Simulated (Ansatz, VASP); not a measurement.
## One calculation of TaN, two programs

```
CELL_PARAMETERS angstrom
0.00000 0.00000 2.92176
5.26394 0.00000 0.00000
0.00000 9.11742 0.00000
ATOMIC_POSITIONS crystal
Ta 0.00000 0.50000 0.50000
Ta 0.00000 0.00000 0.00000
Ta 0.50000 0.00000 0.33333
Ta 0.50000 0.50000 0.83333
Ta 0.50000 0.50000 0.16667
Ta 0.50000 0.00000 0.66667
N 0.00000 0.50000 0.00000
N 0.00000 0.00000 0.50000
N 0.00000 0.25000 0.25000
N 0.00000 0.75000 0.75000
N 0.00000 0.75000 0.25000
N 0.00000 0.25000 0.75000
```

Alike in both runs: task single point; functional PBE; k mesh 8 × 4 × 4; occupations gaussian, width 0.2 eV; no spin polarisation.

|  | VASP | Ansatz |
| --- | --- | --- |
| version | VASP 6.6.1 | Ansatz 0.2.0 |
| potentials or method | VASP PAW PBE potentials, release 64 (Ta_pv, N), cutoff 520 eV | scalar-relativistic, plane waves, PAW |
| valence electrons in the cell | 96 | 108 |

|  | VASP | Ansatz | Ansatz less VASP |
| --- | --- | --- | --- |
| gap on the k mesh at the Fermi level (eV) | none | none | - |
| pressure (GPa) | 0.6 | -0.1 | -0.69 |
| traceless stress, the component that is largest in VASP (GPa) | 0.54 | 0.38 | -0.161 |
| rms of the force components (eV/Å) | 0.006 | 0.006 | 0.0000 |

Atom by atom the forces differ by 0.000 eV/Å (rms over components). A gap of «none» marks a metal or a gap that the smearing closes. VASP's potentials hold 96 valence electrons a cell and Ansatz's 108, so a difference there can come from the potentials and not from the codes.

Neither program's run includes spin-orbit coupling.
